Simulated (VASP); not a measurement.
Here is a VASP 6.6.1 calculation.

POSCAR

```
TiAl3
1.0
    3.9684923120      0.0000000000      0.0000000000
    0.0000000000      3.9684923120      0.0000000000
    0.0000000000      0.0000000000      3.9684923120
Ti Al
1 3
Direct
    0.0000000000      0.0000000000      0.0000000000
    0.5000000000      0.5000000000      0.0000000000
    0.5000000000      0.0000000000      0.5000000000
    0.0000000000      0.5000000000      0.5000000000
```

File INCAR.step1:

```
SYSTEM = TiAl3
PREC = Accurate
ENCUT = 600
ISMEAR = 0
SIGMA = 0.1
LREAL = .FALSE.
LASPH = .TRUE.
NELM = 100
GGA = PE
ALGO = Normal
EDIFF = 1E-4
LWAVE = .TRUE.
LCHARG = .FALSE.
```

INCAR.step2

```
SYSTEM = TiAl3
PREC = Accurate
ENCUT = 600
EDIFF = 1E-7
ISMEAR = 0
SIGMA = 0.1
LREAL = .FALSE.
LASPH = .TRUE.
NELM = 100
ALGO = Normal
ISIF = 3
LWAVE = .FALSE.
LCHARG = .FALSE.
METAGGA = R2SCAN
LMIXTAU = .TRUE.
IBRION = 2
NSW = 70
EDIFFG = -0.008
PSTRESS = -10.0
ISTART = 1
```

The input KPOINTS:

```
regular mesh
0
G
  10 10 10
  0 0 0
```

Potentials or basis: VASP PAW PBE potentials, release 64 (Ti_sv, Al).

Run with:

```console
$ cat potpaw_PBE.64/Ti_sv/POTCAR potpaw_PBE.64/Al/POTCAR > POTCAR
$ cp INCAR.step1 INCAR
$ mpirun -np 1 vasp_std > vasp.out
$ cp INCAR.step2 INCAR
$ mpirun -np 1 vasp_std > vasp.out
```

(1) Estimate the relaxed cell.

(2) Estimate the space group after relaxing (to 0.05 Å).

(3) Estimate the relaxed volume.

Results:

(1) a = 3.966 Å, b = 3.966 Å, c = 3.966 Å, α = 90.00°, β = 90.00°, γ = 90.00°.

(2) Pm-3m (No. 221).

(3) 15.59 Å³/atom.

Caveat: the cell is relaxed towards a set pressure, so the enthalpy falls and the energy may rise; the PAW data sets were made with another functional, which shifts forces and pressure a little.
